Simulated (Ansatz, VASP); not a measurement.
# AlNi: VASP beside Ansatz

File INCAR:

```
PREC = Accurate
ENCUT = 520
EDIFF = 1E-7
ISMEAR = -1
SIGMA = 0.05
LREAL = F
LASPH = T
NELM = 150
ALGO = Normal
ISIF = 2
LWAVE = F
LCHARG = T
ISPIN = 2
MAGMOM = 1 0
LORBIT = 11
LMAXMIX = 4
LELF = T
LVHAR = T
NBANDS = 18
```

KPOINTS

```
regular mesh
0
Gamma
  10 10 9
```

POSCAR

```
AlNi
1.0
    1.8991177115     -1.9133179386      0.0000000000
    1.8991177115      1.9133179386      0.0000000000
    0.0000000000      0.0000000000      3.0361586134
Ni Al
1 1
Direct
    0.5000000000      0.5000000000      0.5000000000
    0.0000000000      0.0000000000      0.0000000000
```

The input input.yaml:

```yaml
crystal:
  lattice:
    - [1.8991177115, -1.9133179386, 0.0]
    - [1.8991177115, 1.9133179386, 0.0]
    - [0.0, 0.0, 3.0361586134]
  atoms:
    - { symbol: Ni, position: [0.5, 0.5, 0.5], spin: 1.0 }
    - { symbol: Al, position: [0.0, 0.0, 0.0] }
kpoints:
  mp_grid: { grid: [10, 10, 9] }
scf:
  occupations: { method: fermi_dirac, width: 0.05 }
hamiltonian:
  xc: lda
  pseudopotentials: { kind: all_electron, lapw: { basis_error: 0.001 } }
magnetization:
  spin_polarized: true
output:
  forces: true
  stress: true
  eigenvalues: true
```

Change from the starting cell: volume scaled by 0.94.

Alike in both runs: task single point; functional LDA; k mesh 10 × 10 × 9; occupations fermi-dirac, width 0.05 eV; collinear spin.

|  | VASP | Ansatz |
| --- | --- | --- |
| version | VASP 6.6.1 | Ansatz 0.2.0 |
| potentials or method | VASP PAW LDA potentials, release 64 (Ni, Al), cutoff 520 eV | all-electron LAPW, scalar-relativistic |

Ansatz gave:

```
gap on the k mesh at the Fermi level (eV)                     : none
pressure (GPa)                                                : 6.5
traceless stress, the component that is largest in VASP (GPa) : -5.54
net moment per atom (μB)                                      : 0.00
```

Problem. Estimate VASP's values.

Solution. gap on the k mesh at the Fermi level (eV): none; pressure (GPa): 6.9; traceless stress, the component that is largest in VASP (GPa): -5.71; net moment per atom (μB): 0.00.

LDA's correlation is that of Perdew and Zunger in VASP and of Perdew and Wang (1992) in Ansatz. A gap of «none» marks a metal or a gap that the smearing closes. Ansatz ran all-electron here, and VASP with PAW potentials.
